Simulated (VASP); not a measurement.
Hf: single point with PBEsol

The system is Hf.

```xyz
3
Lattice="4.9623 0.0000 0.0000 -2.4812 4.2975 0.0000 0.0000 0.0000 3.0862" Properties=species:S:1:pos:R:3 pbc="T T T"
Hf    0.0000    0.0000    0.0000
Hf    0.0000    2.8650    1.5431
Hf    2.4812    1.4325    1.5431
```

```yaml
Program: VASP 6.6.1
Task: single point
Functional: PBEsol
Potentials_or_basis: VASP PAW PBE potentials, release 64 (Hf_pv)
Cutoff: 500 eV
k_mesh: 4 × 4 × 7
Occupations: fermi-dirac, width 0.05 eV
Spin: no spin polarisation
Dipole_correction: no
Further_INCAR_settings: ALGO = Normal; EDIFF = 1e-06; NBANDS = 22
```

```yaml
Pressure: -3.4 GPa
Band_gap_on_the_k_mesh: zero (band 15 reaches 5.03 eV, above the bottom of band 16 at 4.11 eV)
```

Stress tensor (GPa, compression positive):
```
-3.52  0.00  0.00
 0.00 -3.52  0.00
 0.00  0.00 -3.30
```

Levels at points of the mesh, in eV from the Fermi level:
| k point | band 13 | band 14 | band 15 | band 16 | band 17 | band 18 |
| --- | --- | --- | --- | --- | --- | --- |
| (0.00, 0.00, 0.00) | -0.62 | -0.62 | -0.58 | -0.58 | 1.13 | 2.15 |
| (0.50, 0.00, 0.00) | -0.46 | -0.40 | -0.34 | 0.19 | 0.88 | 1.12 |

Run time: 24 s on 1 thread of Intel Xeon 8259CL, on a shared host, peak memory 0.18 GiB.

Caveat: the k points lie up to 0.37 Å⁻¹ apart; the PAW data sets were made with another functional, which shifts forces and pressure a little; spin-orbit coupling is left out, which moves the levels of the heavy elements.
